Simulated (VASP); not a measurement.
# Sc2AlN3 (P-3m1) in VASP: further runs, part 2 of 2

VASP 6.6.1. Earlier steps stand in the parts before.

### 5 Relaxation of cell and atoms, PBE

This run uses another cell than the first one, of 15.51 Å³/atom, 1.480 times its volume.

Contents of INCAR:

```
SYSTEM = Sc2AlN3
ALGO = Normal
EDIFF = 1E-7
EDIFFG = -0.04
ENCUT = 600
GGA = PE
IBRION = 2
ISIF = 3
ISMEAR = 0
LASPH = .TRUE.
LCHARG = .FALSE.
LREAL = .FALSE.
LWAVE = .FALSE.
NELM = 100
NSW = 90
PREC = Accurate
SIGMA = 0.1
```

Contents of KPOINTS:

```
k-points
0
G
  6 6 4
  0 0 0
```

Contents of POSCAR:

```
Sc2AlN3
1.0
    4.0711036200      0.0000000000      0.0000000000
   -2.0355518100      3.5256791600      0.0000000000
    0.0000000000      0.0000000000      6.4854015100
Sc Al N
2 1 3
Direct
    0.3333333300      0.6666666700      0.2521899900
    0.6666666700      0.3333333300      0.7478100100
    0.0000000000      0.0000000000      0.0000000000
    0.3333333300      0.6666666700      0.6439999900
    0.6666666700      0.3333333300      0.3560000100
    0.0000000000      0.0000000000      0.5000000000
```

Potentials or basis: VASP PAW PBE potentials, release 64 (Sc_sv, Al, N).

The run is started by

```
$ cat potpaw_PBE.64/Sc_sv/POTCAR potpaw_PBE.64/Al/POTCAR potpaw_PBE.64/N/POTCAR > POTCAR
$ mpirun -np 1 vasp_std > vasp.out
```

OUTCAR:

```text
SYSTEM = Sc2AlN3
   EDIFF = 1E-7
   EDIFFG = -0.04
   ENCUT = 600
   GGA = PE
   IBRION = 2
   ISIF = 3
   ISMEAR = 0
   LASPH = .TRUE.
   LREAL = .FALSE.
   NELM = 100
   NSW = 90
   PREC = Accurate

 ion  position               nearest neighbor table
   1  0.333  0.667  0.252-   5 2.44   5 2.44   5 2.44   4 2.54   3 2.86   3 2.86   3 2.86
   2  0.667  0.333  0.748-   4 2.44   4 2.44   4 2.44   5 2.54   3 2.86   3 2.86   3 2.86
   3  0.000  0.000  0.000-   1 2.86   2 2.86   2 2.86   1 2.86   2 2.86   1 2.86
   4  0.333  0.667  0.644-   2 2.44   2 2.44   2 2.44   1 2.54
   5  0.667  0.333  0.356-   1 2.44   1 2.44   1 2.44   2 2.54
   6  0.000  0.000  0.500-

  LATTYP: Found a hexagonal cell.
 ALAT       =     4.0711036200
 C/A-ratio  =     1.5930327782

  Lattice vectors:

 A1 = (   4.0711036200,   0.0000000000,   0.0000000000)
 A2 = (  -2.0355518100,   3.5256791600,   0.0000000000)
 A3 = (   0.0000000000,   0.0000000000,   6.4854015100)

Analysis of symmetry for initial positions (statically):
=====================================================================
 Subroutine PRICEL returns:
 Original cell was already a primitive cell.

 Routine SETGRP: Setting up the symmetry group for a
 hexagonal supercell.

 Subroutine GETGRP returns: Found 12 space group operations
 (whereof 12 operations were pure point group operations)
 out of a pool of 24 trial point group operations.

The static configuration has the point symmetry D_3d.

Analysis of symmetry for dynamics (positions and initial velocities):
=====================================================================
 Subroutine PRICEL returns:
 Original cell was already a primitive cell.

 Routine SETGRP: Setting up the symmetry group for a
 hexagonal supercell.

 Subroutine GETGRP returns: Found 12 space group operations
 (whereof 12 operations were pure point group operations)
 out of a pool of 24 trial point group operations.

The dynamic configuration has the point symmetry D_3d.

 Subroutine INISYM returns: Found 12 space group operations
 (whereof 12 operations are pure point group operations),
 and found     1 'primitive' translations

----------------------------------------------------------------------------------------

                                     Primitive cell

  volume of cell :      93.0876

  direct lattice vectors                    reciprocal lattice vectors
     4.071103620  0.000000000  0.000000000     0.245633640  0.141816648  0.000000000
    -2.035551810  3.525679160  0.000000000     0.000000000  0.283633296  0.000000000
     0.000000000  0.000000000  6.485401510     0.000000000  0.000000000  0.154192458

  length of vectors
     4.071103620  4.071103623  6.485401510     0.283633296  0.283633296  0.154192458

  position of ions in fractional coordinates (direct lattice)
     0.333333330  0.666666670  0.252189990
     0.666666670  0.333333330  0.747810010
     0.000000000  0.000000000  0.000000000
     0.333333330  0.666666670  0.643999990
     0.666666670  0.333333330  0.356000010
     0.000000000  0.000000000  0.500000000

  ion indices of the primitive-cell ions
   primitive index   ion index
                 1           1
                 2           2
                 3           3
                 4           4
                 5           5
                 6           6
[... 30 lines left out ...]
  0.166667  0.000000  0.000000      6.000000
  0.333333  0.000000  0.000000      6.000000
  0.500000 -0.000000  0.000000      3.000000
  0.166667  0.166667  0.000000      6.000000
  0.333333  0.166667  0.000000     12.000000
[... 16 lines left out ...]
  0.333333  0.166667  0.500000     12.000000
  0.333333  0.333333  0.500000      2.000000
   k-points           NKPTS =     24   k-points in BZ     NKDIM =     24   number of bands    NBANDS=     24
   number of dos      NEDOS =    301   number of ions     NIONS =      6
   total plane-waves  NPLWV =  69984
   dimension x,y,z NGX =    36 NGY =   36 NGZ =   54
   dimension x,y,z NGXF=    72 NGYF=   72 NGZF=  108
   ions per type =               2   1   3
   NGX,Y,Z   is equivalent  to a cutoff of  14.70, 14.70, 13.84 a.u.
   NGXF,Y,Z  is equivalent  to a cutoff of  29.40, 29.40, 27.68 a.u.
 SYSTEM =  Sc2AlN3
   PREC   = accura    normal or accurate (medium, high low for compatibility)
   ISTART =      0    job   : 0-new  1-cont  2-samecut
   ICHARG =      2    charge: 1-file 2-atom 10-const
   ISPIN  =      1    spin polarized calculation?
   LNONCOLLINEAR =      F non collinear calculations
   LSORBIT =      F    spin-orbit coupling
   LASPH  =      T    aspherical Exc in radial PAW
   ENCUT  =  600.0 eV  44.10 Ry    6.64 a.u.   8.13  8.13 12.95*2*pi/ulx,y,z
   NELM   =    100;   NELMIN=  2; NELMDL= -5     # of ELM steps
   EDIFF  = 0.1E-06   stopping-criterion for ELM
   LREAL  =      F    real-space projection
   EDIFFG = -.4E-01   stopping-criterion for IOM
   NSW    =     90    number of steps for IOM
   IBRION =      2    ionic relax: 0-MD 1-quasi-New 2-CG
   NFREE  =      1    steps in history (QN), initial steepest desc. (CG)
   ISIF   =      3    stress and relaxation
   ISYM   =      2    0-nonsym 1-usesym 2-fastsym
   POTIM  = 0.5000    time-step for ionic-motion
   TEBEG  =    0.0;   TEEND  =   0.0 temperature during run
   PSTRESS=    0.0 pullay stress
   NELECT =      40.0000    total number of electrons
   NUPDOWN=      -1.0000    fix difference up-down
   EMIN   =  10.00;   EMAX   =-10.00  energy-range for DOS
   EFERMI =   0.00;   METHOD = LEGACY
   ISMEAR =     0;   SIGMA  =   0.10  broadening in eV -4-tet -1-fermi 0-gaus
   EFERMI_NEDOS =   21; number of points for ismear=-14 and -15
   IALGO  =     38    algorithm
   IMIX   =      4    mixing-type and parameters
     AMIX     =   0.40;   BMIX     =  1.00
     AMIX_MAG =   1.60;   BMIX_MAG =  1.00
  volume/ion in A,a.u.               =      15.51       104.70
  Fermi-wavevector in a.u.,A,eV,Ry     =   1.235371  2.334514 20.764431  1.526143
  Thomas-Fermi vector in A             =   2.370024
   LORBIT       =      0    0 simple, 1 ext, 2 COOP (PROOUT), +10 PAW based schemes
   GGA     = PE    functional components
   LHFCALC =     F    Hartree Fock is set to
   AEXX    =    0.0000 exact exchange contribution
   IVDW    =     0    specifies the selected vdW correction
   LEPSILON=     F    determine dielectric tensor
   LRPA    =     F    only Hartree local field effects (RPA)
 conjugate gradient relaxation of ions
 non-spin polarized calculation
 Gauss-broadening in eV      SIGMA  =   0.10
  energy-cutoff  :      600.00
  volume of cell :       93.09
 maximum number of plane-waves:      3122
 NGX is ok and might be reduce to    36
   NGX = 17   NGY = 17   NGZ = 25

--------------------------------------- Ionic step        1  -------------------------------------------

 number of electron      40.0000004 magnetization

 Free energy of the ion-electron system (eV)
  ---------------------------------------------------
  ext. energy  EPLUGINS =         0.00000000
  ---------------------------------------------------
  free energy    TOTEN  =       -36.11477145 eV

  energy without entropy =      -36.07866271  energy(sigma->0) =      -36.09671708

------------------------ aborting loop because EDIFF is reached ----------------------------------------

  FORCE on cell =-STRESS in cart. coord.  units (eV):
  Direction    XX          YY          ZZ          XY          YZ          ZX
  --------------------------------------------------------------------------------------
  -------------------------------------------------------------------------------------
  Total       -8.7382618     -8.7382618     -9.0284707      0.0000000     -0.0000000     -0.0000000
  in kB     -150.3986089   -150.3986092   -155.3935405      0.0000000     -0.0000000     -0.0000000
  external PRESSURE =    -152.0635862 kB  Pullay stress =       0.0000000 kB
[... 101 lines left out ...]
  FREE ENERGIE OF THE ION-ELECTRON SYSTEM (eV)
  ---------------------------------------------------
  free  energy   TOTEN  =       -38.6814702345 eV

  energy  without entropy=      -38.6524809909  energy(sigma->0) =      -38.66697561

[... ionic steps 4 to 22 ...]

--------------------------------------- Ionic step       23  -------------------------------------------

 number of electron      40.0000003 magnetization

------------------------ aborting loop because EDIFF is reached ----------------------------------------
[... 75 lines left out ...]
--------------------------------------- Ionic step       25  -------------------------------------------

 number of electron      40.0000002 magnetization

 Free energy of the ion-electron system (eV)
  ---------------------------------------------------
  ext. energy  EPLUGINS =         0.00000000
  ---------------------------------------------------
  free energy    TOTEN  =       -50.93441223 eV

  energy without entropy =      -50.93437989  energy(sigma->0) =      -50.93439606

 E-fermi :   6.9847     XC(G=0): -11.9529

 val. band max:        6.8045574513   @ k =   0.0000   0.0000   0.0000
 cond. band min:       7.1904032534   @ k =   0.5000  -0.0000   0.0000
 fundamental gap:      0.3858458021
 Fermi energy:         6.9846699030

 k-point     1 :       0.0000    0.0000    0.0000
  band No.  band energies     occupation
      1     -41.5585      2.00000
      2     -41.5124      2.00000
      3     -20.5016      2.00000
      4     -20.1451      2.00000
      5     -19.9462      2.00000
      6     -19.9462      2.00000
[... 670 lines left out ...]
  FREE ENERGIE OF THE ION-ELECTRON SYSTEM (eV)
  ---------------------------------------------------
  free  energy   TOTEN  =       -50.9344122284 eV

  energy  without entropy=      -50.9343798860  energy(sigma->0) =      -50.93439606

 reached required accuracy - stopping structural energy minimisation
```

Run time: 12 min. Hardware: 1 thread of Intel Xeon 6975P-C (Granite Rapids), shared host; peak memory 0.31 GiB.

What came out:

- Free energy: -50.9344 eV
- Relaxed volume: 10.52 Å³/atom
- Relaxed cell: a = 3.107 Å, b = 3.107 Å, c = 7.553 Å, α = 90.00°, β = 90.00°, γ = 120.00°
- Space group after relaxing (to 0.05 Å): P-3m1 (No. 164)
- Energy gained by relaxing: 2469.9 meV/atom
- Ionic steps: 25
- Pressure after relaxing: -0.2 GPa
- Largest force after relaxing: 0.015 eV/Å
- Band gap on the k mesh: 0.39 eV, indirect (least direct gap 1.84 eV)

Forces on the atoms (eV/Å):
```
Sc   0.000  0.000  0.004
Sc   0.000  0.000 -0.004
Al   0.000  0.000  0.000
N    0.000  0.000 -0.015
N    0.000  0.000  0.015
N    0.000  0.000  0.000
```

Step by step:
| step | energy change (eV) | largest force (eV/Å) | pressure (GPa) | volume (Å³) |
| --- | --- | --- | --- | --- |
| 1 | 0.0000 | 4.0501 | -15.21 | 93.09 |
| 2 | -2.4676 | 3.4761 | 5.21 | 74.63 |
| 3 | -2.5667 | 2.8812 | 16.56 | 69.91 |
| 4 | -3.9851 | 3.2374 | 19.18 | 70.97 |
| 5 | -4.0241 | 3.6025 | 20.10 | 71.13 |
| 6 | -5.3781 | 2.1590 | -6.14 | 81.83 |
| 7 | -5.3962 | 1.9327 | -8.21 | 83.06 |
| 8 | -6.1774 | 2.2618 | -10.45 | 81.00 |
| 9 | -9.6193 | 2.8305 | -14.60 | 74.54 |
| 10 | -11.0040 | 7.4972 | 25.36 | 60.62 |
| 11 | -12.4099 | 5.2152 | -9.52 | 68.43 |
| 12 | -12.6430 | 6.6188 | -0.17 | 65.30 |
| 13 | -12.6778 | 6.1987 | -3.83 | 66.32 |
| 14 | -13.0815 | 5.9287 | -1.10 | 65.16 |
| 15 | -13.3236 | 5.3668 | 3.78 | 63.57 |
| 16 | -13.8045 | 4.3398 | 1.06 | 63.82 |
| 17 | -14.6654 | 1.4142 | -4.70 | 64.57 |
| 18 | -14.7403 | 0.6491 | -5.86 | 64.88 |
| 19 | -14.7406 | 0.7169 | -5.81 | 64.85 |
| 20 | -14.7820 | 0.5100 | -3.19 | 64.00 |
| 21 | -14.8053 | 0.4830 | 0.91 | 62.77 |
| 22 | -14.8130 | 0.2928 | 0.70 | 62.84 |
| 23 | -14.8187 | 0.1279 | 0.30 | 62.98 |
| 24 | -14.8195 | 0.0610 | 0.03 | 63.07 |
| 25 | -14.8196 | 0.0147 | -0.15 | 63.13 |

Final structure:
```
Sc Al N
1.0
     3.10672    0.00000    0.00000
    -1.55336    2.69050    0.00000
     0.00000    0.00000    7.55277
Sc Al N
2 1 3
Direct
  0.33333 0.66667 0.32477
  0.66667 0.33333 0.67523
  0.00000 0.00000 0.00000
  0.33333 0.66667 0.85011
  0.66667 0.33333 0.14989
  0.00000 0.00000 0.50000
```

Caveat: the volume moved by over 15 % at a fixed basis, so the end points are rough.

### 6 Single point, PBE, collinear spin, ferromagnetic start

This run uses another cell than the first one, of 15.51 Å³/atom, 1.480 times its volume.

Contents of INCAR:

```
PREC     = Accurate       # precision mode
ENCUT    = 520            # plane-wave cutoff, eV
EDIFF    = 1E-7           # SCF threshold, eV
ISMEAR   = 0              # smearing method
SIGMA    = 0.1            # smearing width, eV
LREAL    = False          # projectors in reciprocal space
LASPH    = True           # aspherical terms in the spheres
NELM     = 150            # most SCF steps
ALGO     = Normal         # electronic algorithm
ISIF     = 2              # what is computed and relaxed
LWAVE    = False          # write WAVECAR
LCHARG   = False          # write CHGCAR
ISPIN    = 2              # spin polarisation
MAGMOM   = 0 0 0 1 1 1    # initial moments
LORBIT   = 11             # projections on sites
LMAXMIX  = 4              # l up to which the mixer works
GGA      = PE             # functional
NBANDS   = 33             # bands
```

Contents of KPOINTS:

```
Automatic mesh
0
Gamma
  6 6 4
```

POSCAR is that of step 5.

Potentials or basis: VASP PAW PBE potentials, release 64 (Sc_sv, Al, N).

The run is started by

```
$ cat potpaw_PBE.64/Sc_sv/POTCAR potpaw_PBE.64/Al/POTCAR potpaw_PBE.64/N/POTCAR > POTCAR
$ mpirun -np 1 vasp_std > vasp.out
```

Run time: 1.9 min. Hardware: 1 thread of Intel Xeon 6975P-C (Granite Rapids), shared host; peak memory 0.29 GiB.

Results (log left out):

```
Free energy                                           : -36.1114 eV
Pressure                                              : -15.0 GPa
Largest force                                         : 4.099 eV/Å
Net moment                                            : 0.84 μB per cell
Site moments                                          : Sc +0.05; Al +0.01; N +0.09, +0.32 μB
Valence electrons inside the program's atomic spheres : Sc 9.23; Al 0.83; N 3.44, 3.32
```

Forces in eV/Å, atoms in the order of the input:
```
Sc   0.000  0.000  4.099
Sc   0.000  0.000 -4.099
Al   0.000  0.000  0.000
N    0.000  0.000  1.263
N    0.000  0.000 -1.263
N    0.000  0.000  0.000
```

Stress tensor (GPa, compression positive):
```
-14.79   0.00   0.00
  0.00 -14.79   0.00
  0.00   0.00 -15.28
```

Levels at points of the mesh, in eV from the Fermi level:
Spin up:
```csv
k point,band 19,band 20,band 21,band 22,band 23,band 24
"(0.00, 0.00, 0.00)",-0.83,-0.36,-0.36,1.48,1.48,2.04
"(0.50, 0.00, 0.00)",-0.70,-0.14,0.05,0.25,0.68,1.20
"(0.00, 0.00, 0.50)",-0.13,-0.13,-0.13,1.42,1.93,1.93
"(0.50, 0.00, 0.50)",-0.62,0.15,0.17,0.21,0.54,0.66
```
Spin down:
```csv
k point,band 17,band 18,band 19,band 20,band 21,band 22
"(0.00, 0.00, 0.00)",-2.37,-1.73,-0.56,0.07,0.07,1.52
"(0.50, 0.00, 0.00)",-1.63,-0.96,-0.53,0.10,0.13,0.67
"(0.00, 0.00, 0.50)",-2.50,-1.33,0.07,0.32,0.32,1.49
"(0.50, 0.00, 0.50)",-1.59,-1.02,-0.27,0.22,0.28,0.60
```

Caveat: forces of over 1 eV/Å act on the atoms, so gaps and moduli don't describe the material at rest.

### 7 Summary

| task | spin | cell | k mesh | cutoff (eV) | smearing | gap on the mesh (eV) | pressure (GPa) | largest force (eV/Å) |
| --- | --- | --- | --- | --- | --- | --- | --- | --- |
| single point | off | a = 3.103, b = 3.103, c = 7.544 Å, angles 90.0, 90.0, 120.0°, 6 atoms | 6 × 6 × 4 | 520 | gaussian 0.1 eV | 0.40 | 0.7 | 0.07 |
| single point | off | a = 4.071, b = 4.071, c = 6.485 Å, angles 90.0, 90.0, 120.0°, 6 atoms | 6 × 6 × 4 | 520 | gaussian 0.1 eV | none | -15.2 | 4.05 |
| single point | off | a = 3.102, b = 3.102, c = 7.544 Å, angles 90.0, 90.0, 120.0°, 6 atoms | 12 × 12 × 6 | 520 | gaussian 0.02 eV | 0.40 | 0.7 | 0.07 |
| relaxation of cell and atoms | off | relaxed from a = 4.071, b = 4.071, c = 6.485 Å, angles 90.0, 90.0, 120.0°, 6 atoms | 6 × 6 × 4 | 600 | gaussian 0.1 eV | 0.39 | -0.2 | 0.01 |
| single point | collinear, ferromagnetic start | a = 4.071, b = 4.071, c = 6.485 Å, angles 90.0, 90.0, 120.0°, 6 atoms | 6 × 6 × 4 | 520 | gaussian 0.1 eV | none | -15.0 | 4.10 |

Alike in all rows: level PBE; potentials or basis VASP PAW PBE potentials, release 64 (Sc_sv, Al, N).

Caveats: forces of over 1 eV/Å act on the atoms, so gaps and moduli don't describe the material at rest (some runs); the volume moved by over 15 % at a fixed basis, so the end points are rough (some runs).

Total energies depend on the potentials used, so only differences within one code and one set of settings carry meaning.
